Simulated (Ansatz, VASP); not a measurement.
# One calculation of MnH4, two programs

INCAR

```
PREC = Accurate
ENCUT = 600
EDIFF = 1E-7
ISMEAR = 0
SIGMA = 0.1
LREAL = False
LASPH = True
NELM = 150
ALGO = Normal
ISIF = 3
LWAVE = False
LCHARG = False
ISPIN = 2
MAGMOM = 2.65 0 0 0 0
LORBIT = 11
LMAXMIX = 4
GGA = PE
IBRION = 2
NSW = 100
EDIFFG = -0.01
```

Contents of KPOINTS:

```
Automatic mesh
0
Gamma
  14 14 14
```

File POSCAR:

```
MnH4
1.0
   -2.0039535710      2.0039535710      2.0039535710
    2.0039535710     -2.0039535710      2.0039535710
    2.0039535710      2.0039535710     -2.0039535710
Mn H
1 4
Direct
    0.0000000000      0.0000000000      0.0000000000
    0.0000000000      0.0000000000      0.5000000000
    0.5000000000      0.0000000000      0.0000000000
    0.5000000000      0.5000000000      0.5000000000
    0.0000000000      0.5000000000      0.0000000000
```

Input for Ansatz:

```yaml
crystal:
  lattice:
    - [-2.003953571, 2.003953571, 2.003953571]
    - [2.003953571, -2.003953571, 2.003953571]
    - [2.003953571, 2.003953571, -2.003953571]
  atoms:
    - { symbol: Mn, position: [0.0, 0.0, 0.0], spin: 2.65 }
    - { symbol: H, position: [0.0, 0.0, 0.5] }
    - { symbol: H, position: [0.5, 0.0, 0.0] }
    - { symbol: H, position: [0.5, 0.5, 0.5] }
    - { symbol: H, position: [0.0, 0.5, 0.0] }
basis:
  ecutwfc: 420
kpoints:
  mp_grid: { grid: [14, 14, 14] }
hamiltonian:
  xc: pbe
scf:
  occupations: { method: gaussian, width: 0.1 }
output:
  forces: true
  stress: true
  eigenvalues: true
  populations: true
magnetization:
  spin_polarized: true
relax:
  adjacent_minimum: "off"
  f_tol: 0.01
  max_steps: 80
  cell: { stress_tol: 0.05 }
```

Change from the starting cell: species swapped into the NiHg4 type (Im-3m, No. 229).

Alike in both runs: task relaxation of cell and atoms; functional PBE; k mesh 14 × 14 × 14; occupations gaussian, width 0.1 eV; collinear spin.

|  | VASP | Ansatz |
| --- | --- | --- |
| version | VASP 6.6.1 | Ansatz 0.2.0 |
| potentials or method | VASP PAW PBE potentials, release 64 (Mn_pv, H), cutoff 600 eV | scalar-relativistic, plane waves, PAW |
| valence electrons in the cell | 17 | 19 |

|  | VASP | Ansatz | Ansatz less VASP |
| --- | --- | --- | --- |
| gap on the k mesh at the Fermi level, each at its own relaxed structure (eV) | none | none | - |
| net moment per atom (μB) | 0.59 | 0.59 | +0.002 |
| size of the moment on the site where the two differ most (μB) | 3.04 | 2.44 | -0.602 |
| relaxed volume (Å³/atom) | 6.45 | 6.48 | +0.022 |
| relaxed length of the cell vector where the two differ most in proportion (Å) | 3.474 | 3.478 | +0.0040 |

Site moments also hang on the region over which each program counts them. A gap of «none» marks a metal or a gap that the smearing closes. VASP's potentials hold 17 valence electrons a cell and Ansatz's 19, so a difference there can come from the potentials and not from the codes.
